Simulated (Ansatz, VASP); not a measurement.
Cs: VASP beside Ansatz

```
CELL_PARAMETERS angstrom
-3.05697 3.05697 3.05697
3.05697 -3.05697 3.05697
3.05697 3.05697 -3.05697
ATOMIC_POSITIONS crystal
Cs 0.00000 0.00000 0.00000
```

Alike in both runs: task single point; functional PBE; k mesh 4 × 4 × 4; occupations gaussian, width 0.1 eV; no spin polarisation.

```csv
,VASP,Ansatz
version,VASP 6.6.1,Ansatz 0.2.0
potentials or method,"VASP PAW PBE potentials, release 64 (Cs_sv), cutoff 500 eV","scalar-relativistic, plane waves, PAW"
valence electrons in the cell,9,9
```

|  | VASP | Ansatz | Ansatz less VASP |
| --- | --- | --- | --- |
| gap on the k mesh at the Fermi level (eV) | none | none | - |
| pressure (GPa) | 0.1 | 0.1 | +0.01 |

A gap of «none» marks a metal or a gap that the smearing closes. Ansatz's warnings: stress scf threshold loose.

The k mesh is coarse, so the values compare programs but aren't converged. Spin-orbit coupling is off throughout.
